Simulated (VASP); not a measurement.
A run of VASP 6.6.1 is set up as follows.

POSCAR

```
Al
1.0
    0.0000000000      1.9974394157      1.9974394157
    1.9974394157      0.0000000000      1.9974394157
    1.9974394157      1.9974394157      0.0000000000
Al
1
Direct
    0.0000000000      0.0000000000      0.0000000000
```

Contents of INCAR.step1:

```
PREC = Accurate
ENCUT = 520
EDIFF = 1E-5
ISMEAR = -1
SIGMA = 0.05
LREAL = False
LASPH = True
NELM = 80
ALGO = Normal
ISIF = 2
LWAVE = True
LCHARG = False
GGA = PE
NBANDS = 8
```

The input INCAR.step2:

```
PREC = Accurate
ENCUT = 520
EDIFF = 1E-6
ISMEAR = -1
SIGMA = 0.05
LREAL = False
LASPH = True
NELM = 80
ALGO = Normal
ISIF = 2
LWAVE = False
LCHARG = False
GGA = PE
LHFCALC = True
HFSCREEN = 0.2079
PRECFOCK = Normal
ISTART = 1
NBANDS = 8
```

KPOINTS

```
regular mesh
0
Gamma
  6 6 6
```

Potentials or basis: VASP PAW PBE potentials, release 64 (Al).

The run is started by

```bash
$ cat potpaw_PBE.64/Al/POTCAR > POTCAR
$ cp INCAR.step1 INCAR
$ mpirun -np 1 vasp_std > vasp.out
$ cp INCAR.step2 INCAR
$ mpirun -np 1 vasp_std > vasp.out
```

(1) Estimate the pressure.

(2) Estimate the band gap on the k mesh.

## Answers

(1) 2.4 GPa.

(2) zero (an odd number of electrons rules out a gap without spin polarisation).

Caveat: the k points lie up to 0.45 Å⁻¹ apart, too coarse for converged energies and pressures of a metal; the PAW data sets were made with another functional, which shifts forces and pressure a little.
